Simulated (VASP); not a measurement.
Crystal: NaF.

```
Na F
1.0
     0.00000    2.29725    2.24487
     2.29725    0.00000    2.24487
     2.29725    2.29725    0.00000
Na F
1 1
Cartesian
  0.0000 0.0000 0.0000
  2.2972 2.2972 2.2449
```

This cell differs from its parent crystal: uniaxial z strain -2.3%.

Base run:

* Program: VASP 6.6.1
* Functional: PBE
* Potentials or basis: VASP PAW PBE potentials, release 64 (Na_pv, F)
* Cutoff: 520 eV
* k mesh: 10 × 10 × 10
* Occupations: fermi-dirac, width 0.02 eV
* Spin: no spin polarisation

Its results: band gap on the k mesh 6.57 eV, direct; pressure 5.1 GPa.

Problem. The run is repeated on the same cell with these changes: functional from PBE to r2SCAN; occupations from fermi-dirac, width 0.02 eV to gaussian, width 0.01 eV. What comes out?

Solution. Band gap on the k mesh 7.45 eV, direct; pressure 0.6 GPa.

Caveats: the PAW data sets were made with another functional, which shifts forces and pressure a little (some runs).

A k mesh can miss the band edges.
